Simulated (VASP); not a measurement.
The system is TiO2 (Anatase).

```
Ti O
1.0
    -1.89210    1.89210    4.75730
     1.89210   -1.89210    4.75730
     1.89210    1.89210   -4.75730
Ti O
2 4
Direct
  0.75000 0.25000 0.50000
  0.00000 0.00000 0.00000
  0.79190 0.79190 0.00000
  0.54190 0.04190 0.50000
  0.95810 0.45810 0.50000
  0.20810 0.20810 0.00000
```

Base run:

| Quantity | Value |
| --- | --- |
| Program | VASP 6.6.1 |
| Functional | PBE |
| Potentials or basis | VASP PAW PBE potentials, release 64 (Ti_sv, O) |
| Cutoff | 520 eV |
| k mesh | 10 × 10 × 10 |
| Occupations | fermi-dirac, width 0.05 eV |
| Spin | no spin polarisation |
| Hubbard terms | Ti d U = 5.0 eV |

Its results: band gap on the k mesh 2.85 eV, indirect (least direct gap 3.22 eV); pressure 15.3 GPa; largest force 0.263 eV/Å.

Question: The run is repeated on the same cell with these changes: hubbard terms from Ti d U = 5.0 eV to none; dispersion from none to D3(BJ). What comes out?

Answer: Band gap on the k mesh 2.11 eV, indirect (least direct gap 2.44 eV); pressure 2.4 GPa; largest force 0.131 eV/Å.

Several settings changed at once, so the effect can't be laid on one alone.

Caveats: three body term missing (some runs).

A k mesh can miss the band edges.
